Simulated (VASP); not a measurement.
# Pd (Fm-3m) in VASP: further runs, part 2 of 2

VASP 6.6.1. The steps go on from the part before.

## (3) Relaxation of cell and atoms, LDA

This run uses another cell than the first one, of 14.75 Å³/atom, 1.045 times its volume.

The input, INCAR:

```
SYSTEM = Pd
PREC     = Accurate       ! precision mode
ENCUT    = 600            ! plane-wave cutoff, eV
EDIFF    = 1E-6           ! SCF threshold, eV
ISMEAR   = 1              ! smearing method
SIGMA    = 0.1            ! smearing width, eV
LREAL    = .False.        ! projectors in reciprocal space
LASPH    = .True.         ! aspherical terms in the spheres
NELM     = 100            ! most SCF steps
ALGO     = Normal         ! electronic algorithm
ISIF     = 3              ! what is computed and relaxed
LWAVE    = .False.        ! write WAVECAR
LCHARG   = .False.        ! write CHGCAR
GGA      = CA             ! functional
IBRION   = 2              ! ionic algorithm
NSW      = 60             ! ionic steps
EDIFFG   = -0.01          ! ionic threshold
```

The input, KPOINTS:

```
regular mesh
0
Gamma
  9 9 9
  0 0 0
```

The input, POSCAR:

```
Pd
1.0
    0.0000000000      1.9465000000      1.9465000000
    1.9465000000      0.0000000000      1.9465000000
    1.9465000000      1.9465000000      0.0000000000
Pd
1
Direct
    0.0000000000      0.0000000000      0.0000000000
```

Potentials or basis: VASP PAW LDA potentials, release 64 (Pd).

Command:

```bash
$ cat potpaw_LDA.64/Pd/POTCAR > POTCAR
$ mpirun -np 1 vasp_std > vasp.out
```

OUTCAR:

```text
SYSTEM = Pd
   PREC = Accurate
   ENCUT = 600
   EDIFF = 1E-6
   ISMEAR = 1
   LREAL = .False.
   LASPH = .True.
   NELM = 100
   ISIF = 3
   GGA = CA
   IBRION = 2
   NSW = 60
   EDIFFG = -0.01

 ion  position               nearest neighbor table
   1  0.000  0.000  0.000-

  LATTYP: Found a face centered cubic cell.
 ALAT       =     3.8930000000

  Lattice vectors:

 A1 = (   0.0000000000,   1.9465000000,   1.9465000000)
 A2 = (   1.9465000000,   0.0000000000,   1.9465000000)
 A3 = (   1.9465000000,   1.9465000000,   0.0000000000)

Analysis of symmetry for initial positions (statically):
=====================================================================
 Subroutine PRICEL returns:
 Original cell was already a primitive cell.

 Routine SETGRP: Setting up the symmetry group for a
 face centered cubic supercell.

 Subroutine GETGRP returns: Found 48 space group operations
 (whereof 48 operations were pure point group operations)
 out of a pool of 48 trial point group operations.

The static configuration has the point symmetry O_h .

Analysis of symmetry for dynamics (positions and initial velocities):
=====================================================================
 Subroutine PRICEL returns:
 Original cell was already a primitive cell.

 Routine SETGRP: Setting up the symmetry group for a
 face centered cubic supercell.

 Subroutine GETGRP returns: Found 48 space group operations
 (whereof 48 operations were pure point group operations)
 out of a pool of 48 trial point group operations.

The dynamic configuration has the point symmetry O_h .

 Subroutine INISYM returns: Found 48 space group operations
 (whereof 48 operations are pure point group operations),
 and found     1 'primitive' translations

----------------------------------------------------------------------------------------

                                     Primitive cell

  volume of cell :      14.7500

  direct lattice vectors                    reciprocal lattice vectors
     0.000000000  1.946500000  1.946500000    -0.256871307  0.256871307  0.256871307
     1.946500000  0.000000000  1.946500000     0.256871307 -0.256871307  0.256871307
     1.946500000  1.946500000  0.000000000     0.256871307  0.256871307 -0.256871307

  length of vectors
     2.752766699  2.752766699  2.752766699     0.444914156  0.444914156  0.444914156

  position of ions in fractional coordinates (direct lattice)
     0.000000000  0.000000000  0.000000000

  ion indices of the primitive-cell ions
   primitive index   ion index
                 1           1

----------------------------------------------------------------------------------------

 KPOINTS: regular mesh

Automatic generation of k-mesh.
 Grid dimensions read from file:
 generate k-points for:    9    9    9

 Generating k-lattice:

  Cartesian coordinates                     Fractional coordinates (reciprocal lattice)
    -0.028541256  0.028541256  0.028541256     0.111111111  0.000000000  0.000000000
     0.028541256 -0.028541256  0.028541256     0.000000000  0.111111111  0.000000000
     0.028541256  0.028541256 -0.028541256     0.000000000  0.000000000  0.111111111

  Length of vectors
     0.049434906  0.049434906  0.049434906

  Shift w.r.t. Gamma in fractional coordinates (k-lattice)
     0.000000000  0.000000000  0.000000000

 Subroutine IBZKPT returns following result:
 ===========================================

 Found     35 irreducible k-points:

 Following reciprocal coordinates:
            Coordinates               Weight
  0.000000  0.000000  0.000000      1.000000
  0.111111  0.000000  0.000000      8.000000
  0.222222  0.000000  0.000000      8.000000
  0.333333  0.000000  0.000000      8.000000
  0.444444  0.000000  0.000000      8.000000
  0.111111  0.111111  0.000000      6.000000
[... 16 lines left out ...]
 -0.333333  0.333333  0.000000     12.000000
  0.444444  0.444444  0.000000      6.000000
 [... further k-points ...]
   k-points           NKPTS =     35   k-points in BZ     NKDIM =     35   number of bands    NBANDS=      9
   number of dos      NEDOS =    301   number of ions     NIONS =      1
   total plane-waves  NPLWV =  13824
   dimension x,y,z NGX =    24 NGY =   24 NGZ =   24
   dimension x,y,z NGXF=    48 NGYF=   48 NGZF=   48
   ions per type =               1
   NGX,Y,Z   is equivalent  to a cutoff of  14.49, 14.49, 14.49 a.u.
   NGXF,Y,Z  is equivalent  to a cutoff of  28.99, 28.99, 28.99 a.u.
 SYSTEM =  Pd
   PREC   = accura    normal or accurate (medium, high low for compatibility)
   ISTART =      0    job   : 0-new  1-cont  2-samecut
   ICHARG =      2    charge: 1-file 2-atom 10-const
   ISPIN  =      1    spin polarized calculation?
   LNONCOLLINEAR =      F non collinear calculations
   LSORBIT =      F    spin-orbit coupling
   LASPH  =      T    aspherical Exc in radial PAW
   ENCUT  =  600.0 eV  44.10 Ry    6.64 a.u.   5.50  5.50  5.50*2*pi/ulx,y,z
   NELM   =    100;   NELMIN=  2; NELMDL= -5     # of ELM steps
   EDIFF  = 0.1E-05   stopping-criterion for ELM
   LREAL  =      F    real-space projection
   EDIFFG = -.1E-01   stopping-criterion for IOM
   NSW    =     60    number of steps for IOM
   IBRION =      2    ionic relax: 0-MD 1-quasi-New 2-CG
   NFREE  =      1    steps in history (QN), initial steepest desc. (CG)
   ISIF   =      3    stress and relaxation
   ISYM   =      2    0-nonsym 1-usesym 2-fastsym
   POTIM  = 0.5000    time-step for ionic-motion
   TEBEG  =    0.0;   TEEND  =   0.0 temperature during run
   PSTRESS=    0.0 pullay stress
   NELECT =      10.0000    total number of electrons
   NUPDOWN=      -1.0000    fix difference up-down
   EMIN   =  10.00;   EMAX   =-10.00  energy-range for DOS
   EFERMI =   0.00;   METHOD = LEGACY
   ISMEAR =     1;   SIGMA  =   0.10  broadening in eV -4-tet -1-fermi 0-gaus
   EFERMI_NEDOS =   21; number of points for ismear=-14 and -15
   IALGO  =     38    algorithm
   IMIX   =      4    mixing-type and parameters
     AMIX     =   0.40;   BMIX     =  1.00
     AMIX_MAG =   1.60;   BMIX_MAG =  1.00
  volume/ion in A,a.u.               =      14.75        99.54
  Fermi-wavevector in a.u.,A,eV,Ry     =   1.438171  2.717748 28.141404  2.068335
  Thomas-Fermi vector in A             =   2.557167
   LORBIT       =      0    0 simple, 1 ext, 2 COOP (PROOUT), +10 PAW based schemes
   GGA     = CA    functional components
   LHFCALC =     F    Hartree Fock is set to
   AEXX    =    0.0000 exact exchange contribution
   IVDW    =     0    specifies the selected vdW correction
   LEPSILON=     F    determine dielectric tensor
   LRPA    =     F    only Hartree local field effects (RPA)
 conjugate gradient relaxation of ions
 non-spin polarized calculation
 Methfessel and Paxton  Order N= 1 SIGMA  =   0.10
  energy-cutoff  :      600.00
  volume of cell :       14.75
 maximum number of plane-waves:       531
 NGX is ok and might be reduce to    24
   NGX = 11   NGY = 11   NGZ = 11

--------------------------------------- Ionic step        1  -------------------------------------------

 number of electron      10.0000000 magnetization

 number of electron       9.9999999 magnetization

 Free energy of the ion-electron system (eV)
  ---------------------------------------------------
  ext. energy  EPLUGINS =         0.00000000
  ---------------------------------------------------
  free energy    TOTEN  =        -6.48617403 eV

  energy without entropy =       -6.48739407  energy(sigma->0) =       -6.48658071

 E-fermi :   9.5392     XC(G=0): -13.5202

 val. band max:        9.5360697570   @ k =   0.4444   0.1111   0.0000
 cond. band min:       9.5755245168   @ k =  -0.4444   0.3333   0.0000
 fundamental gap:      0.0394547598
 Fermi energy:         9.5392336120

 k-point     1 :       0.0000    0.0000    0.0000
  band No.  band energies     occupation
      1       2.3552      2.00000
      2       6.6977      2.00000
      3       6.6977      2.00000
      4       6.6977      2.00000
      5       8.3464      2.00000
      6       8.3464      2.00000
      7      26.7259      0.00000
      8      31.4455      0.00000
      9      31.4455      0.00000
[... 378 lines left out ...]
  energy  without entropy=       -6.5050828271  energy(sigma->0) =       -6.50429131

--------------------------------------- Ionic step        4  -------------------------------------------

 number of electron      10.0000002 magnetization

 Free energy of the ion-electron system (eV)
  ---------------------------------------------------
  ext. energy  EPLUGINS =         0.00000000
  ---------------------------------------------------
  free energy    TOTEN  =        -6.50390575 eV

  energy without entropy =       -6.50509276  energy(sigma->0) =       -6.50430142

 E-fermi :  10.2961     XC(G=0): -13.7820

 val. band max:       10.2934520758   @ k =   0.4444   0.1111   0.0000
 cond. band min:      10.3357230783   @ k =  -0.4444   0.3333   0.0000
 fundamental gap:      0.0422710025
 Fermi energy:        10.2960570404

 k-point     1 :       0.0000    0.0000    0.0000
  band No.  band energies     occupation
      1       2.7681      2.00000
      2       7.2487      2.00000
      3       7.2487      2.00000
      4       7.2487      2.00000
      5       9.0151      2.00000
      6       9.0151      2.00000
      7      27.4806      0.00000
      8      32.4484      0.00000
      9      32.4484      0.00000
[... 304 lines left out ...]
  FREE ENERGIE OF THE ION-ELECTRON SYSTEM (eV)
  ---------------------------------------------------
  free  energy   TOTEN  =        -6.5039057542 eV

  energy  without entropy=       -6.5050927632  energy(sigma->0) =       -6.50430142

 reached required accuracy - stopping structural energy minimisation
```

It took 9.1 s on 1 thread of Intel Xeon 6975P-C (Granite Rapids), shared host; peak memory 0.14 GiB.

What came out:

* Free energy: -6.5039 eV
* Relaxed volume: 14.13 Å³/atom
* Relaxed cell: a = 2.714 Å, b = 2.714 Å, c = 2.714 Å, α = 60.00°, β = 60.00°, γ = 60.00°
* Space group after relaxing (to 0.05 Å): Fm-3m (No. 225)
* Energy gained by relaxing: 17.7 meV/atom
* Ionic steps: 4
* Pressure after relaxing: 0.0 GPa
* Band gap on the k mesh: zero (band 5 reaches 10.54 eV, above the bottom of band 6 at 8.95 eV)

Step by step:
| step | energy change (eV) | largest force (eV/Å) | pressure (GPa) | volume (Å³) |
| --- | --- | --- | --- | --- |
| 1 | 0.0000 | 0.0000 | -8.78 | 14.75 |
| 2 | 0.0473 | 0.0000 | 21.66 | 13.09 |
| 3 | -0.0177 | 0.0000 | -0.24 | 14.15 |
| 4 | -0.0177 | 0.0000 | -0.04 | 14.13 |

Final structure:
```
Pd
1.0
     0.00000    1.91901    1.91901
     1.91901    0.00000    1.91901
     1.91901    1.91901    0.00000
Pd
1
Cartesian
  1.9190 1.9190 0.0000
```

Levels at points of the mesh, in eV from the Fermi level:
| k point | band 1 | band 2 | band 3 | band 4 | band 5 | band 6 | band 7 | band 8 | band 9 |
| --- | --- | --- | --- | --- | --- | --- | --- | --- | --- |
| (0.00, 0.00, 0.00) | -7.53 | -3.05 | -3.05 | -3.05 | -1.28 | -1.28 | 17.18 | 22.15 | 22.15 |

LDA usually gives volumes a few per cent too small. Zero-point motion and thermal expansion aren't in these numbers.
